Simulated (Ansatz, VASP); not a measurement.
# Bi: VASP beside Ansatz

INCAR

```
SYSTEM = Bi
  PREC = Accurate
  ENCUT = 520
  EDIFF = 1E-6
  ISMEAR = -1
  SIGMA = 0.1
  LREAL = .FALSE.
  LASPH = .TRUE.
  NELM = 100
  ALGO = Normal
  ISIF = 2
  LWAVE = .FALSE.
  LCHARG = .FALSE.
  GGA = PE
  NBANDS = 14
```

The input KPOINTS:

```
regular mesh
0
G
  18 18 18
  0 0 0
```

POSCAR

```
Bi
1.0
   -1.9097306456      1.9097306456      1.9097306456
    1.9097306456     -1.9097306456      1.9097306456
    1.9097306456      1.9097306456     -1.9097306456
Bi
1
Direct
    0.0000000000      0.0000000000      0.0000000000
```

Input for Ansatz:

```yaml
crystal:
  lattice:
    - [-1.9097306456, 1.9097306456, 1.9097306456]
    - [1.9097306456, -1.9097306456, 1.9097306456]
    - [1.9097306456, 1.9097306456, -1.9097306456]
  atoms:
    - { symbol: Bi, position: [0.0, 0.0, 0.0] }
hamiltonian:
  xc: pbe
  pseudopotentials:
    kind: paw
    azcp:
      Bi: "pseudopotentials/Bi.paw.azcp"
basis:
  ecutwfc: 420
  fft_grid_basis: typed
kpoints:
  mp_grid: { grid: [18, 18, 18], shift: [0, 0, 0] }
magnetization:
  spin_polarized: false
scf:
  occupations: { method: fermi_dirac, width: 0.1 }
output:
  stress: true
```

Alike in both runs: task single point; functional PBE; k mesh 18 × 18 × 18; occupations fermi-dirac, width 0.1 eV; no spin polarisation.

|  | VASP | Ansatz |
| --- | --- | --- |
| version | VASP 6.6.1 | Ansatz 0.2.0 |
| potentials or method | VASP PAW PBE potentials, release 64 (Bi_d), cutoff 520 eV | plane waves (420 eV) with PAW, scalar-relativistic |
| valence electrons in the cell | 15 | 15 |

```csv
,VASP,Ansatz,Ansatz less VASP
pressure (GPa),8.7,8.8,+0.06
```

Neither program's run includes spin-orbit coupling.
